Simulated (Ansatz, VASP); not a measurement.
**BaTiO3 in VASP and in Ansatz**

```
Ba Ti O
1.0
     3.98410   -0.01992   -0.01992
    -0.02841    2.82282    2.83161
    -0.00004   -2.85128    2.85999
Ba Ti O
1 1 3
Direct
  0.00000 0.00000 0.00000
  0.50000 0.50790 0.50790
  0.00000 0.49210 0.49210
  0.50000 0.50251 0.99371
  0.50000 0.99371 0.50251
```

Change from the starting cell: equal xy, yz and zx shear strains of -1 %, crystal datasets.

Alike in both runs: task electric field gradients; functional PBE; k mesh 8 × 8 × 8; occupations fermi-dirac, width 0.05 eV; no spin polarisation.

```csv
,VASP,Ansatz
version,VASP 6.6.1,Ansatz 0.2.0
potentials or method,"VASP PAW PBE potentials, release 64 (Ba_sv, Ti_sv, O), cutoff 520 eV","all-electron PAW with datasets made for the crystal, scalar-relativistic"
```

|  | VASP | Ansatz | Ansatz less VASP |
| --- | --- | --- | --- |
| pressure (GPa) | 3.7 | 2.0 | -1.76 |
| traceless stress, the component that is largest in VASP (GPa) | 1.25 | 1.21 | -0.039 |
| rms of the force components (eV/Å) | 0.088 | 0.093 | +0.0050 |
| size of Vzz on the site where it differs most (V/Å²) | 10.6 | 9.7 | -0.87 |

Atom by atom the forces differ by 0.009 eV/Å (rms over components). Ansatz ran all-electron here, and VASP with PAW potentials.

Neither program's run includes spin-orbit coupling.
